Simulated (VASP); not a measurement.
# Cs9Sn8I23 (a cell with a defect) in VASP: a series of runs, part 2 of 2

VASP 6.6.1. Earlier steps stand in the parts before.

## 4. Single point, r2SCAN

Contents of POSCAR:

```
Cs9Sn8I23
1.0
   12.3144620000      0.0000000000      0.0000000000
    0.0000000000     12.3144620000      0.0000000000
    0.0000000000      0.0000000000     12.3144620000
Cs Sn I
9 8 23
Direct
    0.0224420000      0.0344050000      0.0012840000
    0.9639690000      0.9873630000      0.5090000000
    0.0122770000      0.5219380000      0.9538140000
    0.9870290000      0.4689890000      0.4944450000
    0.4894020000      0.0675830000      0.0043150000
    0.5594790000      0.9144650000      0.5029010000
    0.4889140000      0.5040070000      0.0122340000
    0.5246210000      0.4966750000      0.4943110000
    0.3528430000      0.1407570000      0.4954300000
    0.2308410000      0.2727330000      0.2478320000
    0.2344960000      0.2787670000      0.7400830000
    0.2517240000      0.7641510000      0.2488630000
    0.2520290000      0.7707020000      0.7483030000
    0.7422630000      0.2402220000      0.2542150000
    0.7367190000      0.2448810000      0.7525000000
    0.7565340000      0.7388350000      0.2471190000
    0.7523730000      0.7416690000      0.7563480000
    0.2236270000      0.2908530000      0.9957300000
    0.2617790000      0.7245040000      0.9993000000
    0.2513020000      0.8309980000      0.4995260000
    0.7582040000      0.2505130000      0.0030310000
    0.6967570000      0.2138900000      0.5036300000
    0.7421480000      0.7095660000      0.0010740000
    0.7862840000      0.7299280000      0.5013270000
    0.9876710000      0.2230120000      0.2972870000
    0.9859980000      0.2285160000      0.7353900000
    0.0037480000      0.7824870000      0.2360030000
    0.0019460000      0.7905690000      0.7707190000
    0.4870510000      0.2808210000      0.2448540000
    0.4868530000      0.2924400000      0.7638000000
    0.5050770000      0.7226190000      0.2666900000
    0.5034580000      0.7156140000      0.7337310000
    0.2626230000      0.0186530000      0.2179800000
    0.2715860000      0.0201610000      0.7818010000
    0.2305280000      0.5191760000      0.2968360000
    0.2161590000      0.5240710000      0.6991100000
    0.7233820000      0.9879420000      0.2406790000
    0.7199310000      0.9905770000      0.7623180000
    0.7648600000      0.4874480000      0.2668390000
    0.7728180000      0.4904760000      0.7314670000
```

Contents of INCAR.step1:

```
PREC = Accurate
ENCUT = 440
ISMEAR = -1
SIGMA = 0.05
LREAL = Auto
LASPH = True
NELM = 120
ISYM = -1
NBANDS = 203
GGA = PE
ALGO = Normal
EDIFF = 1E-5
LWAVE = True
LCHARG = False
GGA_COMPAT = False
```

Contents of INCAR.step2:

```
PREC = Accurate
ENCUT = 440
EDIFF = 1E-6
ISMEAR = -1
SIGMA = 0.05
LREAL = Auto
LASPH = True
NELM = 120
ALGO = Normal
ISIF = 2
LWAVE = False
LCHARG = False
METAGGA = R2SCAN
LMIXTAU = True
ISYM = -1
NBANDS = 203
ISTART = 1
GGA_COMPAT = False
```

Contents of KPOINTS:

```
explicit points
1
Reciprocal
  0.25000000   0.25000000   0.25000000 1
```

The run is started by

```
$ cat potpaw_PBE.64/Cs_sv/POTCAR potpaw_PBE.64/Sn_d/POTCAR potpaw_PBE.64/I/POTCAR > POTCAR
$ cp INCAR.step1 INCAR
$ mpirun -np 1 vasp_std > vasp.out
$ cp INCAR.step2 INCAR
$ mpirun -np 1 vasp_std > vasp.out
```

Wall time 19 min (1 thread of Intel Xeon 6975P-C (Granite Rapids), shared host); peak memory 1.4 GiB.

The run converged. Its results:

```
Free energy   : -1028.9811 eV
Pressure      : 0.6 GPa
Largest force : 0.114 eV/Å
```

Forces in eV/Å, atoms in the order of the input:
```
Cs  -0.043 -0.027  0.021
Cs   0.023  0.031  0.006
Cs  -0.047 -0.036  0.089
Cs   0.005  0.012  0.012
Cs   0.026 -0.063 -0.013
Cs  -0.071  0.089 -0.010
Cs   0.021 -0.017 -0.011
Cs  -0.041  0.002  0.035
Cs   0.039  0.001  0.022
Sn  -0.005  0.025  0.084
Sn  -0.034  0.023 -0.100
Sn  -0.016  0.004 -0.002
Sn  -0.009  0.006  0.002
Sn  -0.017  0.010 -0.011
Sn   0.002 -0.004 -0.004
Sn  -0.002  0.002 -0.007
Sn  -0.002  0.000  0.015
I    0.018  0.022  0.020
I    0.013  0.002  0.011
I   -0.034 -0.050  0.001
I    0.039  0.060  0.011
I    0.020  0.000  0.013
I   -0.010  0.033 -0.003
I    0.055 -0.037 -0.011
I   -0.023 -0.049 -0.020
I   -0.007 -0.011 -0.053
I    0.010  0.001 -0.023
I    0.015  0.032  0.005
I    0.023  0.027 -0.036
I    0.018  0.027  0.004
I   -0.005 -0.017 -0.039
I   -0.010 -0.033  0.033
I    0.024 -0.054 -0.038
I    0.020 -0.053  0.030
I   -0.016  0.026  0.012
I    0.021  0.020 -0.039
I   -0.014  0.006 -0.048
I   -0.016 -0.002  0.062
I    0.039 -0.005 -0.036
I   -0.008 -0.006  0.017
```

Stress tensor (GPa, compression positive):
```
 0.66 -0.14 -0.02
-0.14  0.70 -0.03
-0.02 -0.03  0.58
```

Levels at points of the mesh, in eV from the Fermi level:
```csv
k point,band 174,band 175,band 176,band 177,band 178,band 179,band 180,band 181
"(0.25, 0.25, 0.25)",-2.43,-2.41,-2.11,-0.23,0.23,0.34,0.50,0.53
```

Caveat: the PAW data sets were made with another functional, which shifts forces and pressure a little; spin-orbit coupling is left out, which moves the levels of the heavy elements.

## 5. Single point, r2SCAN

Contents of POSCAR:

```
Cs9Sn8I23
1.0
   12.3144620000      0.0000000000      0.0000000000
    0.0000000000     12.3144620000      0.0000000000
    0.0000000000      0.0000000000     12.3144620000
Cs Sn I
9 8 23
Direct
    0.9946600000      0.9267330000      0.0003530000
    0.0079090000      0.0883440000      0.4995210000
    0.9560510000      0.4592770000      0.0077810000
    0.0152280000      0.5128040000      0.5141110000
    0.4455920000      0.0219930000      0.9976620000
    0.6464270000      0.0007310000      0.4958740000
    0.4745890000      0.4952470000      0.9908590000
    0.5330750000      0.5444270000      0.4954090000
    0.3417570000      0.0277040000      0.4988700000
    0.2452320000      0.2585950000      0.2677190000
    0.2445260000      0.2614310000      0.7350160000
    0.2416060000      0.7536220000      0.2534970000
    0.2391940000      0.7543840000      0.7437140000
    0.7394390000      0.2562680000      0.2515580000
    0.7366570000      0.2525210000      0.7519830000
    0.7461520000      0.7598610000      0.2471300000
    0.7467620000      0.7587270000      0.7556380000
    0.2524750000      0.2731060000      0.0001240000
    0.2744520000      0.7473840000      0.9995800000
    0.1669670000      0.7834500000      0.5000060000
    0.7065690000      0.2452970000      0.0005640000
    0.7462580000      0.2942770000      0.5028940000
    0.6958010000      0.8012260000      0.0008580000
    0.7871040000      0.7362100000      0.5046920000
    0.9957370000      0.3021330000      0.2734840000
    0.9951320000      0.2940110000      0.7440650000
    0.9904780000      0.6939220000      0.2212070000
    0.9954220000      0.6871500000      0.8001290000
    0.4978960000      0.1851640000      0.2801920000
    0.4966960000      0.1816930000      0.7176100000
    0.4901550000      0.8019150000      0.3101070000
    0.4922660000      0.7984250000      0.7014940000
    0.2006060000      0.0054760000      0.2278440000
    0.2018180000      0.0063570000      0.7715730000
    0.3026560000      0.5082390000      0.2731790000
    0.2959940000      0.5094340000      0.7010330000
    0.8206670000      0.0080960000      0.2493500000
    0.8255100000      0.0026070000      0.7372500000
    0.7054220000      0.5087150000      0.2180700000
    0.7108060000      0.5060190000      0.7701250000
```

Contents of INCAR.step1:

```
SYSTEM = Cs9Sn8I23
ALGO = Normal ; EDIFF = 1E-5
ENCUT = 440 ; GGA = PE
GGA_COMPAT = .False. ; ISMEAR = -1
ISYM = -1 ; LASPH = .True.
LCHARG = .False. ; LREAL = Auto
LWAVE = .True. ; NBANDS = 203
NELECT = 356.0 ; NELM = 120
PREC = Accurate ; SIGMA = 0.05
```

Contents of INCAR.step2:

```
SYSTEM = Cs9Sn8I23
ALGO = Normal ; EDIFF = 1E-6
ENCUT = 440 ; GGA_COMPAT = .False.
ISIF = 2 ; ISMEAR = -1
ISTART = 1 ; ISYM = -1
LASPH = .True. ; LCHARG = .False.
LMIXTAU = .True. ; LREAL = Auto
LWAVE = .False. ; METAGGA = R2SCAN
NBANDS = 203 ; NELECT = 356.0
NELM = 120 ; PREC = Accurate
SIGMA = 0.05
```

KPOINTS is that of step 4.

The run is started by

```
$ cat potpaw_PBE.64/Cs_sv/POTCAR potpaw_PBE.64/Sn_d/POTCAR potpaw_PBE.64/I/POTCAR > POTCAR
$ cp INCAR.step1 INCAR
$ mpirun -np 1 vasp_std > vasp.out
$ cp INCAR.step2 INCAR
$ mpirun -np 1 vasp_std > vasp.out
```

Run time: 17 min. Hardware: 1 thread of Intel Xeon 6975P-C (Granite Rapids), shared host; peak memory 1.4 GiB.

The run converged. Its results:

```
Free energy   : -1021.3126 eV
Largest force : 0.119 eV/Å
```

Forces on the atoms (eV/Å):
```
Cs  -0.001  0.078 -0.005
Cs   0.049 -0.045 -0.003
Cs   0.027  0.007  0.000
Cs  -0.001 -0.027 -0.019
Cs   0.047 -0.031  0.009
Cs  -0.047  0.017  0.008
Cs   0.020  0.017 -0.011
Cs  -0.014 -0.055 -0.002
Cs   0.007  0.033  0.006
Sn  -0.013  0.029  0.096
Sn  -0.012  0.006 -0.118
Sn   0.006 -0.018 -0.004
Sn   0.005 -0.005 -0.004
Sn  -0.003 -0.001 -0.011
Sn  -0.006 -0.002  0.012
Sn   0.005 -0.007 -0.015
Sn   0.015  0.007  0.006
I   -0.039  0.019  0.017
I    0.037 -0.059  0.007
I   -0.067 -0.024  0.006
I   -0.010 -0.066 -0.008
I    0.007  0.074 -0.013
I   -0.071  0.004  0.005
I    0.080 -0.044  0.003
I    0.008  0.059 -0.047
I    0.004  0.035  0.052
I    0.008 -0.039 -0.029
I    0.009 -0.025 -0.003
I    0.037  0.017 -0.017
I    0.038  0.022  0.020
I   -0.023  0.044 -0.025
I    0.005  0.040  0.008
I   -0.066  0.008 -0.048
I   -0.073 -0.008  0.057
I    0.014 -0.012  0.026
I    0.016 -0.028 -0.005
I    0.058 -0.015 -0.023
I    0.042 -0.014  0.051
I   -0.056  0.006  0.001
I   -0.041  0.004  0.019
```

Levels at points of the mesh, in eV from the Fermi level:
```
           k point  band 176  band 177  band 178  band 179  band 180  band 181
(0.25, 0.25, 0.25)     -2.35     -0.55     -0.12      0.14      0.19      0.34
```

Caveat: the cell carries a net charge on a neutralising background, which shifts energy and pressure; the cell is charged against a uniform background, so pressure and absolute levels hang on convention; the PAW data sets were made with another functional, which shifts forces and pressure a little; spin-orbit coupling is left out, which moves the levels of the heavy elements.
